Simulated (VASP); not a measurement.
## Hf2C: single point with PBE

Hf2C:

```
Hf C
1.0
     2.07619    1.19869    3.12054
    -2.07619    1.19869    3.12054
     0.00000   -2.39738    3.12054
Hf C
2 1
Direct
  0.25130 0.25130 0.25130
  0.74870 0.74870 0.74870
  0.00000 0.00000 0.00000
```

| Item | Value |
| --- | --- |
| Program | VASP 6.6.1 |
| Task | single point |
| Functional | PBE |
| Potentials or basis | VASP PAW PBE potentials, release 64 (Hf_pv, C) |
| Cutoff | 520 eV |
| k mesh | 12 × 12 × 12 |
| Occupations | gaussian, width 0.1 eV |
| Spin | no spin polarisation |

* Pressure: -0.7 GPa
* Largest force: 0.007 eV/Å
* Band gap on the k mesh: zero (band 12 reaches 6.70 eV, above the bottom of band 13 at 4.94 eV)

Forces on the atoms (eV/Å):
```
Hf   0.000  0.000 -0.007
Hf   0.000  0.000  0.007
C    0.000  0.000  0.000
```

Stress tensor (GPa, compression positive):
```
-0.72  0.00  0.00
 0.00 -0.72  0.00
 0.00  0.00 -0.62
```

Levels at points of the mesh, in eV from the Fermi level:
```
           k point  band 10  band 11  band 12  band 13  band 14  band 15
(0.00, 0.00, 0.00)    -4.61    -2.07    -2.07    -1.09     4.75     4.75
(0.50, 0.00, 0.00)    -3.43     0.05     0.42     0.74     1.56     1.95
(0.50, 0.50, 0.00)    -2.50    -2.42    -1.26    -0.85     3.14     3.19
(0.50, 0.50, 0.50)    -3.56    -0.30     0.24     0.24     2.00     2.46
```

It took 71 s on 1 thread of Intel(R) Xeon(R) 6975P-C (Granite Rapids), on a shared host, peak memory 0.28 GiB.

Caveat: spin-orbit coupling is left out, which moves the levels of the heavy elements.
